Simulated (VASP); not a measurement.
The system is GePt.

```
CELL_PARAMETERS angstrom
0.00000 2.57877 2.57877
2.57877 0.00000 2.57877
2.57877 2.57877 0.00000
ATOMIC_POSITIONS crystal
Ge 0.50000 0.50000 0.50000
Pt 0.00000 0.00000 0.00000
```

The cell was built from a structure type or drawn by symmetry, and may not be a known phase.

```yaml
Program: VASP 6.6.1
Task: relaxation of cell and atoms
Functional: PBE
Potentials_or_basis: VASP PAW PBE potentials, release 64 (Ge_d, Pt)
Cutoff: 600 eV
k_mesh: 6 × 6 × 6
Occupations: gaussian, width 0.1 eV
Spin: no spin polarisation
```

At the start: pressure 4.4 GPa; volume 17.15 Å³/atom.

**Question.** Where does the relaxation end?

**Answer.** Over 3 steps the energy falls by 6.7 meV/atom and the volume is 17.67 Å³/atom (+3.0 %); space group Fm-3m (No. 225, to 0.1 Å) before and after.

The path:
```csv
step,energy change (eV),largest force (eV/Å),pressure (GPa),volume (Å³)
1,0.0000,0.0000,4.35,34.30
2,0.0055,0.0000,-4.38,36.66
3,-0.0135,0.0000,-0.02,35.34
```

Final structure:
```yaml
crystal:
  lattice:
    - [0.00000, 2.60462, 2.60462]
    - [2.60462, 0.00000, 2.60462]
    - [2.60462, 2.60462, 0.00000]
  atoms:
    - { symbol: Ge, position: [0.50000, 0.50000, 0.50000] }
    - { symbol: Pt, position: [0.00000, 0.00000, 0.00000] }
```
